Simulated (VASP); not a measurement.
Input of a VASP 6.6.1 run:

INCAR

```
SYSTEM = C
  PREC = Accurate
  ENCUT = 520
  EDIFF = 1E-7
  ISMEAR = 0
  SIGMA = 0.1
  LREAL = .FALSE.
  LASPH = .TRUE.
  NELM = 100
  ALGO = Normal
  ISIF = 2
  LWAVE = .FALSE.
  LCHARG = .FALSE.
  GGA = PE
  NBANDS = 8
```

KPOINTS

```
Automatic mesh
0
G
  12 6 6
  0 0 0
```

Contents of POSCAR:

```
C
1.0
    1.2859723766      0.0322900728     -0.0040033076
   -0.3759328684      3.3043357435     -0.2196681094
   -0.2250917521     -1.4443497302      2.9876805371
C
1
Direct
    0.5000000000      0.5000000000      0.0000000000
```

Potentials or basis: VASP PAW PBE potentials, release 64 (C).

The run is started by

```bash
$ cat potpaw_PBE.64/C/POTCAR > POTCAR
$ mpirun -np 1 vasp_std > vasp.out
```

Question: Predict the band gap on the k mesh.

Answer: Zero (band 2 reaches 10.05 eV, above the bottom of band 3 at -4.53 eV).

Question: Estimate the pressure.

Answer: -0.2 GPa.

Stress tensor (GPa, compression positive):
```
-0.34  0.02 -0.03
 0.02 -0.08 -0.07
-0.03 -0.07 -0.12
```

Caveat: the k points lie up to 0.41 Å⁻¹ apart.
